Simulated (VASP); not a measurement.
Wanted: the native input for a VASP 6.6.1 run.

| Item | Value |
| --- | --- |
| Task | single point |
| Functional | PBE |
| Potentials or basis | VASP PAW PBE potentials, release 64 (Ta_pv) |
| Cutoff | 520 eV |
| k mesh | 18 × 18 × 18 |
| Occupations | gaussian, width 0.05 eV |
| Spin | no spin polarisation |
| Dipole correction | no |
| Further INCAR settings | ALGO = Fast; EDIFF = 1e-07; NBANDS = 12 |

The structure of Ta lies in POSCAR:

```
Ta
1.0
   -1.6608492987      1.6608492987      1.6608492987
    1.6608492987     -1.6608492987      1.6608492987
    1.6608492987      1.6608492987     -1.6608492987
Ta
1
Direct
    0.0000000000      0.0000000000      0.0000000000
```

One way to write it, as run:

INCAR

```
SYSTEM = Ta
PREC = Accurate
ENCUT = 520
EDIFF = 1E-7
ISMEAR = 0
SIGMA = 0.05
LREAL = .False.
LASPH = .True.
NELM = 80
ALGO = Fast
ISIF = 2
LWAVE = .False.
LCHARG = .False.
GGA = PE
NBANDS = 12
```

KPOINTS

```
regular mesh
0
Gamma
  18 18 18
  0 0 0
```

Potentials or basis: VASP PAW PBE potentials, release 64 (Ta_pv).

Command:

```sh
$ cat potpaw_PBE.64/Ta_pv/POTCAR > POTCAR
$ mpirun -np 1 vasp_std > vasp.out
```

It gave:

- Pressure: -0.4 GPa

It took 44 s on 1 thread of AMD EPYC 7R13 Processor (Zen 3), on a shared host, peak memory 0.14 GiB.
